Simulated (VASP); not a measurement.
Input of a VASP 6.6.1 run:

File POSCAR:

```
GaAs
1.0
    0.0000000000      2.6915434710      2.9748638364
    2.6915434710      0.0000000000      2.9748638364
    2.6915434710      2.6915434710      0.0000000000
Ga As
1 1
Direct
    0.0000000000      0.0000000000      0.0000000000
    0.7500000000      0.7500000000      0.7500000000
```

Contents of INCAR.step1:

```
SYSTEM = GaAs
PREC = Accurate
ENCUT = 520
ISMEAR = 0
SIGMA = 0.05
LREAL = .False.
LASPH = .True.
NELM = 100
NBANDS = 16
GGA = PE
ALGO = Normal
EDIFF = 1E-4
LWAVE = .True.
LCHARG = .False.
```

Contents of INCAR.step2:

```
SYSTEM = GaAs
PREC = Accurate
ENCUT = 520
EDIFF = 1E-7
ISMEAR = 0
SIGMA = 0.05
LREAL = .False.
LASPH = .True.
NELM = 100
ALGO = Normal
ISIF = 2
LWAVE = .False.
LCHARG = .False.
METAGGA = R2SCAN
LMIXTAU = .True.
NBANDS = 16
ISTART = 1
```

Contents of KPOINTS:

```
regular mesh
0
Gamma
  8 8 8
  0 0 0
```

Potentials or basis: VASP PAW PBE potentials, release 64 (Ga_d, As).

Run with:

```bash
$ cat potpaw_PBE.64/Ga_d/POTCAR potpaw_PBE.64/As/POTCAR > POTCAR
$ cp INCAR.step1 INCAR
$ mpirun -np 1 vasp_std > vasp.out
$ cp INCAR.step2 INCAR
$ mpirun -np 1 vasp_std > vasp.out
```

Estimate the pressure.

4.4 GPa.

What does it give for the band gap on the k mesh?

1.04 eV, direct.

Stress tensor (GPa, compression positive):
```
 7.13  0.00  0.00
 0.00  7.13  0.00
 0.00  0.00 -1.10
```

Caveat: the cell differs from its parent crystal (strain -0.050 along x and y, +0.050 along z); the PAW data sets were made with another functional, which shifts forces and pressure a little. A k mesh can miss the band edges.
